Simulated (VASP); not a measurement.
Input of a VASP 6.6.1 run:

INCAR

```
SYSTEM = Mg2Si3N3
PREC = Accurate
ENCUT = 600
EDIFF = 1E-6
ISMEAR = 0
SIGMA = 0.2
LREAL = .FALSE.
LASPH = .TRUE.
NELM = 120
ALGO = Normal
ISIF = 2
LWAVE = .FALSE.
LCHARG = .FALSE.
GGA = PE
NBANDS = 26
GGA_COMPAT = .FALSE.
```

Contents of KPOINTS:

```
regular mesh
0
G
  5 3 3
  0 0 0
```

POSCAR

```
Mg2Si3N3
1.0
    2.7562309902      0.0000000000      0.0000000000
    0.0000000000      7.5691725334      0.0000000000
    0.0000000000      0.0000000000      7.5667756692
Mg Si N
2 3 3
Direct
    0.5000000000      0.8120804848      0.5000000000
    0.5000000000      0.1879195152      0.5000000000
    0.0000000000      0.8342712340      0.0000000000
    0.0000000000      0.1657287660      0.0000000000
    0.0000000000      0.5000000000      0.5000000000
    0.5000000000      0.0000000000      0.1122193828
    0.5000000000      0.0000000000      0.8877806172
    0.0000000000      0.0000000000      0.5000000000
```

Potentials or basis: VASP PAW PBE potentials, release 64 (Mg, Si, N).

Launch:

```console
$ cat potpaw_PBE.64/Mg/POTCAR potpaw_PBE.64/Si/POTCAR potpaw_PBE.64/N/POTCAR > POTCAR
$ mpirun -np 1 vasp_std > vasp.out
```

Q: Estimate the largest force.

A: 0.068 eV/Å.

Q: Estimate the pressure.

A: 0.3 GPa.

Stress tensor (GPa, compression positive):
```
-0.02  0.00  0.00
 0.00  0.21  0.00
 0.00  0.00  0.63
```

Caveat: the k points lie up to 0.46 Å⁻¹ apart, too coarse for converged energies and pressures of a metal.
